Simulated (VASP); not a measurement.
Write the native input for VASP 6.6.1 that does the following.

```
Task                   : single point
Functional             : r2SCAN
Potentials or basis    : VASP PAW PBE potentials, release 64 (Te, Mo_sv)
Cutoff                 : 520 eV
k mesh                 : 12 × 12 × 2
Occupations            : gaussian, width 0.05 eV
Spin                   : no spin polarisation
Dipole correction      : no
Further INCAR settings : ALGO = Normal; EDIFF = 1e-06; NBANDS = 20
```

Te2Mo, a slab with vacuum:

```
Te Mo
1.0
     3.56023    0.00000    0.00000
    -1.78012    3.08325    0.00000
     0.00000    0.00000   17.52406
Te Mo
2 1
Direct
  0.33945 0.67890 0.89598
  0.33945 0.67890 0.10027
  0.00000 0.00000 0.00000
```

This cell differs from its parent crystal: all Te atoms moved -0.050 Å, as atom 1 towards its neighbour atom 3 (Mo) at 2.726 Å.

The input as run:

POSCAR

```
Te2Mo
1.0
    3.5602328140      0.0000000000      0.0000000000
   -1.7801164070      3.0832520603      0.0000000000
    0.0000000000      0.0000000000     17.5240578200
Te Mo
2 1
Direct
    0.3394480945      0.6788961890      0.8959816814
    0.3394480945      0.6788961890      0.1002707814
    0.0000000000      0.0000000000      0.0000000000
```

INCAR.step1

```
ALGO = Normal ; EDIFF = 1E-4
ENCUT = 520 ; GGA = PE
ISMEAR = 0 ; LASPH = T
LCHARG = F ; LREAL = F
LWAVE = T ; NBANDS = 20
NELM = 80 ; PREC = Accurate
SIGMA = 0.05
```

INCAR.step2

```
ALGO = Normal ; EDIFF = 1E-6
ENCUT = 520 ; ISIF = 2
ISMEAR = 0 ; ISTART = 1
LASPH = T ; LCHARG = F
LMIXTAU = T ; LREAL = F
LWAVE = F ; METAGGA = R2SCAN
NBANDS = 20 ; NELM = 80
PREC = Accurate ; SIGMA = 0.05
```

KPOINTS

```
k-points
0
Gamma
  12 12 2
```

Potentials or basis: VASP PAW PBE potentials, release 64 (Te, Mo_sv).

Run with:

```sh
$ cat potpaw_PBE.64/Te/POTCAR potpaw_PBE.64/Mo_sv/POTCAR > POTCAR
$ cp INCAR.step1 INCAR
$ mpirun -np 1 vasp_std > vasp.out
$ cp INCAR.step2 INCAR
$ mpirun -np 1 vasp_std > vasp.out
```

It gave:

The largest force is 0.900 eV/Å. The band gap on the k mesh is 1.13 eV.

Caveat: the cell differs from its parent crystal (all Te atoms moved -0.050 Å, as atom 1 towards its neighbour atom 3 (Mo) at 2.726 Å); there is no dipole correction, which matters where the two faces differ; the PAW data sets were made with another functional, which shifts forces and pressure a little; spin-orbit coupling is left out, which moves the levels of the heavy elements.

It took 22 min on 1 thread of Intel(R) Xeon(R) Platinum 8488C (Sapphire Rapids), on a shared host, peak memory 0.58 GiB.
